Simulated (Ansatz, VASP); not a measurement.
**Two plane-wave programs on Pt**

```
CELL_PARAMETERS angstrom
0.00000 2.04188 2.04188
2.04188 0.00000 2.04188
2.04188 2.04188 0.00000
ATOMIC_POSITIONS crystal
Pt 0.00000 0.00000 0.00000
```

Alike in both runs: task single point; functional PBEsol; k mesh 8 × 8 × 8; occupations gaussian, width 0.1 eV; no spin polarisation.

```csv
,VASP,Ansatz
version,VASP 6.6.1,Ansatz 0.2.0
potentials or method,"VASP PAW PBE potentials, release 64 (Pt), cutoff 520 eV","scalar-relativistic, plane waves, PAW"
valence electrons in the cell,10,18
```

Ansatz gave:

| Quantity | Value |
| --- | --- |
| gap on the k mesh at the Fermi level (eV) | none |
| pressure (GPa) | -25.8 |

Estimate VASP's values.

gap on the k mesh at the Fermi level (eV): none; pressure (GPa): -26.1.

VASP's potentials were made for PBE, not for PBEsol. A gap of «none» marks a metal or a gap that the smearing closes. VASP's potentials hold 10 valence electrons a cell and Ansatz's 18, so a difference there can come from the potentials and not from the codes.

Neither program's run includes spin-orbit coupling.
